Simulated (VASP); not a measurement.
Hf: relaxation of cell and atoms with LDA

Crystal: Hf.

```
Hf
1.0
     3.11841    0.00000    0.00000
    -1.55921    2.70062    0.00000
     0.00000    0.00000    4.94635
Hf
2
Direct
  0.33333 0.66667 0.25000
  0.66667 0.33333 0.75000
```

```yaml
Program: VASP 6.6.1
Task: relaxation of cell and atoms
Functional: LDA
Potentials_or_basis: VASP PAW LDA potentials, release 64 (Hf_pv)
Cutoff: 600 eV
k_mesh: 18 × 18 × 10
Occupations: fermi-dirac, width 0.05 eV
Spin: no spin polarisation
Target_pressure: 1 GPa
Dipole_correction: no
Further_INCAR_settings: ALGO = Normal; EDIFF = 1e-07; IBRION = 2; EDIFFG = -0.002; NSW = 100; ISIF = 3
```

| Quantity | Value |
| --- | --- |
| Relaxed volume | 20.67 Å³/atom |
| Relaxed cell | a = 3.111 Å, b = 3.111 Å, c = 4.935 Å, α = 90.00°, β = 90.00°, γ = 120.00° |
| Space group after relaxing (to 0.1 Å) | P6_3/mmc (No. 194) |
| Energy change on relaxing (the run minimises the enthalpy) | +0.5 meV/atom |
| Ionic steps | 5 |
| Pressure after relaxing | 1.0 GPa |
| Band gap on the k mesh | zero (bands 10 and 11 overlap by 1.46 eV) |

Step by step:
| step | energy change (eV) | largest force (eV/Å) | pressure (GPa) | volume (Å³) |
| --- | --- | --- | --- | --- |
| 1 | 0.0000 | 0.0000 | 0.08 | 41.66 |
| 2 | 0.0052 | 0.0000 | 2.27 | 40.94 |
| 3 | 0.0010 | 0.0000 | 0.99 | 41.35 |
| 4 | 0.0011 | 0.0000 | 1.01 | 41.34 |
| 5 | 0.0010 | 0.0000 | 0.99 | 41.35 |

Final structure:
```
CELL_PARAMETERS angstrom
3.11058 0.00000 0.00000
-1.55529 2.69384 0.00000
0.00000 0.00000 4.93469
ATOMIC_POSITIONS crystal
Hf 0.33333 0.66667 0.25000
Hf 0.66667 0.33333 0.75000
```

Levels at points of the mesh, in eV from the Fermi level:
```
           k point  band 6  band 7  band 8  band 9  band 10  band 11  band 12  band 13  band 14
(0.00, 0.00, 0.00)  -29.77   -7.58   -3.97    1.08     1.12     1.12     1.40     2.02     2.02
(0.50, 0.00, 0.00)  -29.89   -3.47   -3.07   -2.50    -0.54     0.70     0.95     1.78     6.35
(0.00, 0.00, 0.50)  -29.85   -5.46   -5.46    0.10     0.10     1.01     1.01     1.01     1.01
(0.50, 0.00, 0.50)  -30.03   -3.67   -3.67   -1.17    -1.17     1.57     1.57     2.76     2.76
```

It took 7.5 min on 1 thread of Oxide Virtual Turin-like Processor, on a shared host, peak memory 0.24 GiB.

Caveat: the cell is relaxed towards a set pressure, so the run minimises the enthalpy, not the energy; spin-orbit coupling is left out, which moves the levels of the heavy elements. LDA usually gives volumes a few per cent too small.
